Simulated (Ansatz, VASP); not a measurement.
## One calculation of Mo, two programs

File INCAR:

```
PREC = Accurate ; ENCUT = 520
EDIFF = 1E-6 ; ISMEAR = 0
SIGMA = 0.15 ; LREAL = False
LASPH = True ; NELM = 60
ALGO = Normal ; ISIF = 2
LWAVE = False ; LCHARG = False
GGA = PE ; NBANDS = 13
```

The input KPOINTS:

```
regular mesh
0
Gamma
  20 20 20
```

File POSCAR:

```
Mo
1.0
    0.0000000000      1.8538000000      1.8538000000
    1.8538000000      0.0000000000      1.8538000000
    1.8538000000      1.8538000000      0.0000000000
Mo
1
Direct
    0.0000000000      0.0000000000      0.0000000000
```

Input for Ansatz:

```yaml
crystal:
  lattice:
    - [0.0, 1.8538, 1.8538]
    - [1.8538, 0.0, 1.8538]
    - [1.8538, 1.8538, 0.0]
  atoms:
    - { symbol: Mo, position: [0.0, 0.0, 0.0] }
basis:
  ecutwfc: 420
kpoints:
  mp_grid: { grid: [20, 20, 20] }
hamiltonian:
  xc: pbe
scf:
  occupations: { method: gaussian, width: 0.15 }
output:
  forces: true
  stress: true
  eigenvalues: true
```

Change from the starting cell: strain -0.080 along x and y, -0.080 along z, atoms carried along.

Alike in both runs: task single point; functional PBE; k mesh 20 × 20 × 20; occupations gaussian, width 0.15 eV; no spin polarisation.

```csv
,VASP,Ansatz
version,VASP 6.6.1,Ansatz 0.2.0
potentials or method,"VASP PAW PBE potentials, release 64 (Mo_sv), cutoff 520 eV","scalar-relativistic, plane waves, PAW"
valence electrons in the cell,14,14
```

|  | VASP | Ansatz | Ansatz less VASP |
| --- | --- | --- | --- |
| gap on the k mesh at the Fermi level (eV) | none | none | - |
| pressure (GPa) | 87.4 | 86.1 | -1.32 |

A gap of «none» marks a metal or a gap that the smearing closes. Both programs put the cell under a high pressure, so it lies far from rest at this level. With one functional, cell and mesh, what is left measures potentials, basis and numerics.

Noted on VASP's run: the cell as given lies far from equilibrium.
